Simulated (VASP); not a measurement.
A run of VASP 6.6.1 is set up as follows.

Contents of INCAR:

```
ALGO = Normal
EDIFF = 1E-7
EDIFFG = -0.002
ENCUT = 600
GGA = PE
GGA_COMPAT = F
IBRION = 2
ISIF = 3
ISMEAR = 0
LASPH = T
LCHARG = F
LREAL = F
LWAVE = F
NELM = 120
NELMIN = 4
NSW = 100
PREC = Accurate
SIGMA = 0.02
```

KPOINTS

```
k-points
0
Gamma
  12 12 12
```

File POSCAR:

```
BN
1.0
    0.0000000000      1.8050000000      1.8050000000
    1.8050000000      0.0000000000      1.8050000000
    1.8050000000      1.8050000000      0.0000000000
B N
1 1
Direct
    0.0000000000      0.0000000000      0.0000000000
    0.2500000000      0.2500000000      0.2500000000
```

Potentials or basis: VASP PAW PBE potentials, release 64 (B, N).

The run is started by

```console
$ cat potpaw_PBE.64/B/POTCAR potpaw_PBE.64/N/POTCAR > POTCAR
$ mpirun -np 1 vasp_std > vasp.out
```

Q: Predict the space group after relaxing (to 0.05 Å).

A: F-43m (No. 216).

Q: What does it give for the relaxed cell?

A: a = 2.563 Å, b = 2.563 Å, c = 2.563 Å, α = 60.00°, β = 60.00°, γ = 60.00°.

Q: Predict the band gap on the k mesh.

A: 4.45 eV, indirect (least direct gap 8.78 eV).

Q: Predict the relaxed volume.

A: 5.95 Å³/atom.

Final structure:
```xyz
2
Lattice="0.0000 1.8123 1.8123 1.8123 0.0000 1.8123 1.8123 1.8123 0.0000" Properties=species:S:1:pos:R:3 pbc="T T T"
B     0.0000    0.0000    0.0000
N     0.9062    0.9062    0.9062
```

A k mesh can miss the band edges.
